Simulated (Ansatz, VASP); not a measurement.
One calculation of TiGe, two programs

Contents of INCAR:

```
PREC = Accurate
ENCUT = 500
EDIFF = 1E-6
ISMEAR = 0
SIGMA = 0.05
LREAL = False
LASPH = True
NELM = 120
ALGO = Normal
ISIF = 2
LWAVE = False
LCHARG = False
GGA = PS
NBANDS = 20
GGA_COMPAT = False
```

Contents of KPOINTS:

```
Automatic mesh
0
Gamma
  6 6 6
```

The input POSCAR:

```
TiGe
1.0
    0.0000000000      2.8564981918      2.8564981918
    2.8564981918      0.0000000000      2.8564981918
    2.8564981918      2.8564981918      0.0000000000
Ti Ge
1 1
Direct
    0.0000000000      0.0000000000      0.0000000000
    0.2500000000      0.2500000000      0.2500000000
```

Input for Ansatz:

```yaml
crystal:
  lattice:
    - [0.0, 2.8564981918, 2.8564981918]
    - [2.8564981918, 0.0, 2.8564981918]
    - [2.8564981918, 2.8564981918, 0.0]
  atoms:
    - { symbol: Ti, position: [0.0, 0.0, 0.0] }
    - { symbol: Ge, position: [0.25, 0.25, 0.25] }
basis:
  ecutwfc: 420
kpoints:
  mp_grid: { grid: [6, 6, 6] }
hamiltonian:
  xc: pbesol
scf:
  occupations: { method: gaussian, width: 0.05 }
output:
  forces: true
  stress: true
  eigenvalues: true
```

Alike in both runs: task single point; functional PBEsol; k mesh 6 × 6 × 6; occupations gaussian, width 0.05 eV; no spin polarisation.

|  | VASP | Ansatz |
| --- | --- | --- |
| version | VASP 6.6.1 | Ansatz 0.2.0 |
| potentials or method | VASP PAW PBE potentials, release 64 (Ti_sv, Ge_d), cutoff 500 eV | scalar-relativistic, plane waves, PAW |
| valence electrons in the cell | 26 | 26 |

Ansatz gave:

- gap on the k mesh at the Fermi level (eV): 0.11
- least direct gap on the mesh (eV): 0.11
- pressure (GPa): 1.7

Problem. Which values does VASP return?

Solution. gap on the k mesh at the Fermi level (eV): 0.12; least direct gap on the mesh (eV): 0.12; pressure (GPa): 1.7.

VASP's potentials were made for PBE, not for PBEsol. The functional is the same, so the differences come from potentials, cutoffs and numerics.
